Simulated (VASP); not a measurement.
# RbBr (Pm-3m) in VASP: further runs, part 2 of 3

VASP 6.6.1. The steps go on from the part before.

### 4 Vibrations by perturbation theory, PBEsol

This run uses another cell than the first one, of 21.93 Å³/atom, 1.156 times its volume.

Contents of INCAR:

```
PREC = Accurate ; ENCUT = 520
EDIFF = 1E-8 ; ISMEAR = 0
SIGMA = 0.01 ; LREAL = F
LASPH = T ; NELM = 100
ALGO = Normal ; ISIF = 2
LWAVE = F ; LCHARG = T
GGA = PS ; NBANDS = 15
IBRION = 8 ; NSW = 1
LEPSILON = T
```

Contents of KPOINTS:

```
regular mesh
0
Gamma
  6 6 6
```

Contents of POSCAR:

```
RbBr
1.0
    3.5265007441      0.0000000000      0.0000000000
    0.0000000000      3.5265007441      0.0000000000
    0.0000000000      0.0000000000      3.5265007441
Rb Br
1 1
Direct
    0.0000000000      0.0000000000      0.0000000000
    0.5000000000      0.5000000000      0.5000000000
```

Potentials or basis: VASP PAW PBE potentials, release 64 (Rb_sv, Br).

Run with:

```console
> cat potpaw_PBE.64/Rb_sv/POTCAR potpaw_PBE.64/Br/POTCAR > POTCAR
> mpirun -np 1 vasp_std > vasp.out
```

OUTCAR:

```text
PREC = Accurate
   ENCUT = 520
   EDIFF = 1E-8
   ISMEAR = 0
   LREAL = F
   LASPH = T
   NELM = 100
   ISIF = 2
   GGA = PS
   IBRION = 8
   NSW = 1
   LEPSILON = T

 ion  position               nearest neighbor table
   1  0.000  0.000  0.000-   2 3.05   2 3.05   2 3.05   2 3.05   2 3.05   2 3.05   2 3.05   2 3.05

   2  0.500  0.500  0.500-   1 3.05   1 3.05   1 3.05   1 3.05   1 3.05   1 3.05   1 3.05   1 3.05
[... 684 lines left out ...]
      0.000000  0.000000  0.000000     0.000000    0.695218    0.000000
      1.763250  1.763250  1.763250     0.000000   -0.718798    0.000000
[... 21 lines left out ...]
   6 f/i=    0.000875 THz     0.005498 2PiTHz    0.029188 cm-1     0.003619 meV
             X         Y         Z           dx          dy          dz
      0.000000  0.000000  0.000000     0.232512   -0.680154   -0.000000
      1.763250  1.763250  1.763250     0.224885   -0.657842    0.000000

--------------------------------------------------------------------------------------------------------

 MACROSCOPIC STATIC DIELECTRIC TENSOR IONIC CONTRIBUTION
 ------------------------------------------------------
           1.100740    -0.000000     0.000000
          -0.000000     1.100740     0.000000
           0.000000     0.000000     1.100740
 ------------------------------------------------------

 ELASTIC MODULI CONTR FROM IONIC RELAXATION (kBar)
 Direction    XX          YY          ZZ          XY          YZ          ZX
 --------------------------------------------------------------------------------
 XX           0.0000      0.0000      0.0000      0.0000      0.0000      0.0000
 YY           0.0000      0.0000      0.0000      0.0000      0.0000      0.0000
 ZZ           0.0000      0.0000      0.0000      0.0000      0.0000      0.0000
 XY           0.0000      0.0000      0.0000      0.0000      0.0000      0.0000
 YZ           0.0000      0.0000      0.0000      0.0000      0.0000      0.0000
 ZX           0.0000      0.0000      0.0000      0.0000      0.0000      0.0000
 --------------------------------------------------------------------------------

 PIEZOELECTRIC TENSOR IONIC CONTR  for field in x, y, z        (C/m^2)
          XX          YY          ZZ          XY          YZ          ZX
  --------------------------------------------------------------------------------
  x     0.00000     0.00000     0.00000     0.00000     0.00000     0.00000
  y     0.00000     0.00000     0.00000     0.00000     0.00000     0.00000
  z     0.00000     0.00000     0.00000     0.00000     0.00000     0.00000
```

stdout:

```text
POSCAR found type information on POSCAR RbBr
 POSCAR found :  2 types and       2 ions
 scaLAPACK will be used
 -----------------------------------------------------------------------------
|                                                                             |
|                                                                             |
|     You enforced a specific xc type in the INCAR file but a different       |
[... 39 lines left out ...]
 force on displaced ion       1 direction 1 :  -5.638   0.000  -0.000
 Born effective charge ion    1 direction 1 :   1.219   0.000   0.000
 Linear response progress:
 first order change of Fermi-energy   0.24160E-04
 force on displaced ion       2 direction 1 :  -5.634  -0.000  -0.000
 Born effective charge ion    2 direction 1 :  -1.233   0.000   0.000
 Born effective charges drift removed
 Linear response finished
```

Run time: 3 min. Hardware: 1 thread of Intel Xeon 6975P-C (Granite Rapids), shared host; peak memory 0.21 GiB.

What came out:

| Property | Result |
| --- | --- |
| Electronic dielectric tensor (diagonal) | 4.04 |
| Born charges (mean of the diagonal) | Rb +1.23; Br -1.23 e |
| Highest phonon frequency at Γ, LO-TO splitting left out | 193 cm⁻¹ |

Phonon frequencies in cm⁻¹ (negative: imaginary):
```tsv
q point	frequencies
(0.000, 0.000, 0.000)	0 0 0 193 193 193
```

Electronic dielectric tensor:
```
4.04 0.00 0.00
0.00 4.04 0.00
0.00 0.00 4.04
```

Born effective charge tensors (e):
atom 1, Rb
```
1.23 0.00 0.00
0.00 1.23 0.00
0.00 0.00 1.23
```
atom 2, Br
```
-1.23  0.00  0.00
 0.00 -1.23  0.00
 0.00  0.00 -1.23
```

Caveat: the cell wasn't relaxed at this level first, which shifts response properties; the PAW data sets were made with another functional, which shifts forces and pressure a little.

### 5 Vibrations by perturbation theory, PBEsol

This run uses another cell than the first one, of 23.97 Å³/atom, 1.264 times its volume.

Contents of INCAR:

```
ALGO = Normal ; EDIFF = 1E-8
ENCUT = 520 ; GGA = PS
IBRION = 8 ; ISIF = 2
ISMEAR = 0 ; LASPH = T
LCHARG = T ; LEPSILON = T
LREAL = F ; LWAVE = F
NELM = 100 ; NSW = 1
PREC = Accurate ; SIGMA = 0.01
```

Contents of KPOINTS:

```
k-points
0
Gamma
  6 6 6
```

Contents of POSCAR:

```
RbBr
1.0
    3.6326607352      0.0000000000      0.0000000000
    0.0000000000      3.6326607352      0.0000000000
    0.0000000000      0.0000000000      3.6326607352
Rb Br
1 1
Direct
    0.0000000000      0.0000000000      0.0000000000
    0.5000000000      0.5000000000      0.5000000000
```

Potentials or basis: VASP PAW PBE potentials, release 64 (Rb_sv, Br).

Run with:

```console
> cat potpaw_PBE.64/Rb_sv/POTCAR potpaw_PBE.64/Br/POTCAR > POTCAR
> mpirun -np 1 vasp_std > vasp.out
```

OUTCAR:

```text
EDIFF = 1E-8
   ENCUT = 520
   GGA = PS
   IBRION = 8
   ISIF = 2
   ISMEAR = 0
   LASPH = T
   LEPSILON = T
   LREAL = F
   NELM = 100
   NSW = 1
   PREC = Accurate

 ion  position               nearest neighbor table
   1  0.000  0.000  0.000-   2 3.15   2 3.15   2 3.15   2 3.15   2 3.15   2 3.15   2 3.15   2 3.15

   2  0.500  0.500  0.500-   1 3.15   1 3.15   1 3.15   1 3.15   1 3.15   1 3.15   1 3.15   1 3.15

  LATTYP: Found a simple cubic cell.
 ALAT       =     3.6326607352

  Lattice vectors:

 A1 = (   3.6326607352,   0.0000000000,   0.0000000000)
 A2 = (   0.0000000000,   3.6326607352,   0.0000000000)
 A3 = (   0.0000000000,   0.0000000000,   3.6326607352)

Analysis of symmetry for initial positions (statically):
=====================================================================
 Subroutine PRICEL returns:
 Original cell was already a primitive cell.
[... 594 lines left out ...]

 SECOND DERIVATIVES (NOT SYMMETRIZED)
 ------------------------------------
               1X          1Y          1Z          2X          2Y          2Z
  1X    -4.144716    0.000000   -0.000000    4.144716   -0.000000    0.000000
  1Y     0.000000   -4.144716   -0.000000   -0.000000    4.144716    0.000000
  1Z    -0.000000   -0.000000   -4.144716    0.000000    0.000000    4.144716
  2X     4.142167   -0.000000   -0.000000   -4.142167    0.000000    0.000000
  2Y    -0.000000    4.142167    0.000000    0.000000   -4.142167   -0.000000
  2Z    -0.000000   -0.000000    4.142167    0.000000    0.000000   -4.142167

 Eigenvectors and eigenvalues of the dynamical matrix
 ----------------------------------------------------

   1 f  =    4.951925 THz    31.113863 2PiTHz  165.178440 cm-1    20.479507 meV
             X         Y         Z           dx          dy          dz
      0.000000  0.000000  0.000000     0.695220   -0.000000    0.000000
      1.816330  1.816330  1.816330    -0.718797    0.000000    0.000000
[... 21 lines left out ...]
   6 f/i=    0.000761 THz     0.004783 2PiTHz    0.025392 cm-1     0.003148 meV
             X         Y         Z           dx          dy          dz
      0.000000  0.000000  0.000000     0.718797    0.000000   -0.000000
      1.816330  1.816330  1.816330     0.695220   -0.000000    0.000000

--------------------------------------------------------------------------------------------------------

 MACROSCOPIC STATIC DIELECTRIC TENSOR IONIC CONTRIBUTION
 ------------------------------------------------------
           1.354419     0.000000    -0.000000
           0.000000     1.354419    -0.000000
          -0.000000    -0.000000     1.354419
 ------------------------------------------------------

 ELASTIC MODULI CONTR FROM IONIC RELAXATION (kBar)
 Direction    XX          YY          ZZ          XY          YZ          ZX
 --------------------------------------------------------------------------------
 XX           0.0000      0.0000      0.0000      0.0000      0.0000      0.0000
 YY           0.0000      0.0000      0.0000      0.0000      0.0000      0.0000
 ZZ           0.0000      0.0000      0.0000      0.0000      0.0000      0.0000
 XY           0.0000      0.0000      0.0000      0.0000      0.0000      0.0000
 YZ           0.0000      0.0000      0.0000      0.0000      0.0000      0.0000
 ZX           0.0000      0.0000      0.0000      0.0000      0.0000      0.0000
 --------------------------------------------------------------------------------

 PIEZOELECTRIC TENSOR IONIC CONTR  for field in x, y, z        (C/m^2)
          XX          YY          ZZ          XY          YZ          ZX
  --------------------------------------------------------------------------------
  x     0.00000     0.00000     0.00000     0.00000     0.00000     0.00000
  y     0.00000     0.00000     0.00000     0.00000     0.00000     0.00000
  z     0.00000     0.00000     0.00000     0.00000     0.00000     0.00000
```

Run time: 2.5 min. Hardware: 1 thread of Intel Xeon 6975P-C (Granite Rapids), shared host; peak memory 0.21 GiB.

What came out:

```yaml
Electronic_dielectric_tensor_diagonal: 3.75
Born_charges_mean_of_the_diagonal: Rb +1.22; Br -1.22 e
Highest_phonon_frequency_at_Γ_LO-TO_splitting_left_out: 165 cm⁻¹
```

Phonon frequencies in cm⁻¹ (negative: imaginary):
```
              q point        frequencies
(0.000, 0.000, 0.000)  0 0 0 165 165 165
```

Electronic dielectric tensor:
```
3.75 0.00 0.00
0.00 3.75 0.00
0.00 0.00 3.75
```

Born effective charge tensors (e):
atom 1, Rb
```
1.22 0.00 0.00
0.00 1.22 0.00
0.00 0.00 1.22
```
atom 2, Br
```
-1.22  0.00  0.00
 0.00 -1.22  0.00
 0.00  0.00 -1.22
```

Caveat: the cell wasn't relaxed at this level first, which shifts response properties; the PAW data sets were made with another functional, which shifts forces and pressure a little.

### 6 Vibrations by perturbation theory, PBEsol

This run uses another cell than the first one, of 27.46 Å³/atom, 1.448 times its volume.

Contents of INCAR:

```
SYSTEM = RbBr
PREC = Accurate ; ENCUT = 520
EDIFF = 1E-8 ; ISMEAR = 0
SIGMA = 0.01 ; LREAL = .False.
LASPH = .True. ; NELM = 100
ALGO = Normal ; ISIF = 2
LWAVE = .False. ; LCHARG = .False.
GGA = PS ; IBRION = 8
NSW = 1 ; LEPSILON = .True.
```

Contents of KPOINTS:

```
Automatic mesh
0
Gamma
  6 6 6
  0 0 0
```

Contents of POSCAR:

```
RbBr
1.0
    3.8010256928      0.0000000000      0.0000000000
    0.0000000000      3.8010256928      0.0000000000
    0.0000000000      0.0000000000      3.8010256928
Rb Br
1 1
Direct
    0.0000000000      0.0000000000      0.0000000000
    0.5000000000      0.5000000000      0.5000000000
```

Potentials or basis: VASP PAW PBE potentials, release 64 (Rb_sv, Br).

Run with:

```console
> cat potpaw_PBE.64/Rb_sv/POTCAR potpaw_PBE.64/Br/POTCAR > POTCAR
> mpirun -np 1 vasp_std > vasp.out
```

OUTCAR:

```text
SYSTEM = RbBr
   PREC = Accurate
   ENCUT = 520
   EDIFF = 1E-8
   ISMEAR = 0
   LREAL = .False.
   LASPH = .True.
   NELM = 100
   ISIF = 2
   GGA = PS
   IBRION = 8
   NSW = 1
   LEPSILON = .True.

 ion  position               nearest neighbor table
   1  0.000  0.000  0.000-   2 3.29   2 3.29   2 3.29   2 3.29   2 3.29   2 3.29   2 3.29   2 3.29

   2  0.500  0.500  0.500-   1 3.29   1 3.29   1 3.29   1 3.29   1 3.29   1 3.29   1 3.29   1 3.29

  LATTYP: Found a simple cubic cell.
[... 644 lines left out ...]
   6 f/i=    0.000254 THz     0.001596 2PiTHz    0.008474 cm-1     0.001051 meV
             X         Y         Z           dx          dy          dz
      0.000000  0.000000  0.000000     0.616226   -0.370164   -0.000000
      1.900513  1.900513  1.900513     0.595910   -0.357961    0.000000

--------------------------------------------------------------------------------------------------------

 MACROSCOPIC STATIC DIELECTRIC TENSOR IONIC CONTRIBUTION
 ------------------------------------------------------
           2.011129     0.000000    -0.000000
           0.000000     2.011129    -0.000000
          -0.000000    -0.000000     2.011129
 ------------------------------------------------------

 ELASTIC MODULI CONTR FROM IONIC RELAXATION (kBar)
 Direction    XX          YY          ZZ          XY          YZ          ZX
 --------------------------------------------------------------------------------
 XX           0.0000      0.0000      0.0000      0.0000      0.0000      0.0000
 YY           0.0000      0.0000      0.0000      0.0000      0.0000      0.0000
 ZZ           0.0000      0.0000      0.0000      0.0000      0.0000      0.0000
 XY           0.0000      0.0000      0.0000      0.0000      0.0000      0.0000
 YZ           0.0000      0.0000      0.0000      0.0000      0.0000      0.0000
 ZX           0.0000      0.0000      0.0000      0.0000      0.0000      0.0000
 --------------------------------------------------------------------------------

 PIEZOELECTRIC TENSOR IONIC CONTR  for field in x, y, z        (C/m^2)
          XX          YY          ZZ          XY          YZ          ZX
  --------------------------------------------------------------------------------
  x     0.00000     0.00000     0.00000     0.00000     0.00000     0.00000
  y     0.00000     0.00000     0.00000     0.00000     0.00000     0.00000
  z     0.00000     0.00000     0.00000     0.00000     0.00000     0.00000
```

It took 2.5 min on 1 thread of Intel Xeon 6975P-C (Granite Rapids), shared host; peak memory 0.22 GiB.

What came out:

- Electronic dielectric tensor (diagonal): 3.41
- Born charges (mean of the diagonal): Rb +1.22; Br -1.22 e
- Highest phonon frequency at Γ, LO-TO splitting left out: 127 cm⁻¹

Phonon frequencies in cm⁻¹ (negative: imaginary):
| q point | frequencies |
| --- | --- |
| (0.000, 0.000, 0.000) | 0 0 0 127 127 127 |

Electronic dielectric tensor:
```
3.41 0.00 0.00
0.00 3.41 0.00
0.00 0.00 3.41
```

Born effective charge tensors (e):
atom 1, Rb
```
1.22 0.00 0.00
0.00 1.22 0.00
0.00 0.00 1.22
```
atom 2, Br
```
-1.22  0.00  0.00
 0.00 -1.22  0.00
 0.00  0.00 -1.22
```

Caveat: the cell wasn't relaxed at this level first, which shifts response properties; the PAW data sets were made with another functional, which shifts forces and pressure a little.

(Continued in part 3 of 3.)
